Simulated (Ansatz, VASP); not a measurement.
**Two plane-wave programs on Si3C2**

```xyz
5
Lattice="3.9689 0.0000 0.0000 0.0000 3.9689 0.0000 0.0000 0.0000 3.9689" Properties=species:S:1:pos:R:3 pbc="T T T"
Si    1.9844    0.0000    0.0000
Si    0.0000    1.9844    0.0000
Si    0.0000    0.0000    1.9844
C     1.9844    1.9844    1.9844
C     0.0000    0.0000    0.0000
```

Change from the starting cell: species swapped into the Tl2F3 type (Pm-3m, No. 221).

Alike in both runs: functional PBE; k mesh 10 × 10 × 10; occupations gaussian, width 0.1 eV; no spin polarisation.

Ansatz relaxed the structure, and its values are those at the end. VASP's run is a single point on that final structure, the one shown.

```csv
,VASP,Ansatz
version,VASP 6.6.1,Ansatz 0.2.0
potentials or method,"VASP PAW PBE potentials, release 64 (Si, C), cutoff 520 eV","scalar-relativistic, plane waves, PAW"
valence electrons in the cell,20,20
```

```tsv
	VASP	Ansatz	Ansatz less VASP
gap on the k mesh at the Fermi level (eV)	none	none	-
pressure (GPa)	0.0	0.0	-0.06
```

A gap of «none» marks a metal or a gap that the smearing closes.
